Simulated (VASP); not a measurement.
Runs of VASP 6.6.1 on Pd2Pt. The structure is that of space group Fm-3m (No. 225), or close to it. The cells are those of the table. 

| task | spin | cell | k mesh | cutoff (eV) | gap on the mesh (eV) | pressure (GPa) | relaxed volume (Å³/atom) |
| --- | --- | --- | --- | --- | --- | --- | --- |
| single point | off | a = 4.289 Å, angles 60.0°, 3 atoms | 6 × 6 × 6 | 520 | none | -0.3 | - |
| single point | off | a = 4.291 Å, angles 60.0°, 3 atoms | 14 × 14 × 14 | 520 | none | -0.3 | - |
| single point | off | a = 4.115 Å, angles 60.0°, 3 atoms | 6 × 6 × 6 | 520 | none | (a) | - |
| relaxation of cell and atoms | off | relaxed from a = 4.115 Å, angles 60.0°, 3 atoms | 6 × 6 × 6 | 600 | none | -0.2 | 18.58 |
| single point | collinear, ferromagnetic start | a = 4.289 Å, angles 60.0°, 3 atoms | 6 × 6 × 6 | 520 | none | -0.3 | - |
| relaxation of cell and atoms | off | relaxed from a = 4.289 Å, angles 60.0°, 3 atoms | 14 × 14 × 14 | 600 | none | 0.0 | 18.57 |

Alike in all rows: level PBE; potentials or basis VASP PAW PBE potentials, release 64 (Pd, Pt); smearing gaussian 0.1 eV.

Task: Fill in the values left out.

Result: (a) 24.0.

Caveats: spin-orbit coupling is left out, which moves the levels of the heavy elements.

A k mesh can miss the band edges, and the runs leave out spin-orbit coupling on Pd, Pt.

A gap of «none» marks levels without a gap at the run's occupations.
